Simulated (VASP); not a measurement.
Here is a VASP 6.6.1 calculation.

File INCAR:

```
ALGO = Normal
EDIFF = 1E-6
ENCUT = 520
GGA = PS
ISIF = 2
ISMEAR = 0
ISPIN = 2
LASPH = True
LCHARG = False
LMAXMIX = 4
LORBIT = 11
LREAL = False
LWAVE = False
MAGMOM = 3.5 0
NBANDS = 20
NELM = 150
NUPDOWN = 3.5
PREC = Accurate
SIGMA = 0.15
```

The input KPOINTS:

```
k-points
0
Gamma
  16 16 16
```

File POSCAR:

```
MnS
1.0
    0.0000000000      2.6540935901      2.6540935901
    2.6540935901      0.0000000000      2.6540935901
    2.6540935901      2.6540935901      0.0000000000
Mn S
1 1
Direct
    0.0000000000      0.0000000000      0.0000000000
    0.7500000000      0.7500000000      0.7500000000
```

Potentials or basis: VASP PAW PBE potentials, release 64 (Mn_pv, S).

Command:

```console
$ cat potpaw_PBE.64/Mn_pv/POTCAR potpaw_PBE.64/S/POTCAR > POTCAR
$ mpirun -np 1 vasp_std > vasp.out
```

Question: Predict the pressure.

Answer: -3.5 GPa.

Caveat: the cell stands under tension; the PAW data sets were made with another functional, which shifts forces and pressure a little; the total moment is fixed, so each spin has its own Fermi level and the state may be an excited one; a cell with one magnetic atom can't hold antiferromagnetic order, which such compounds often take.
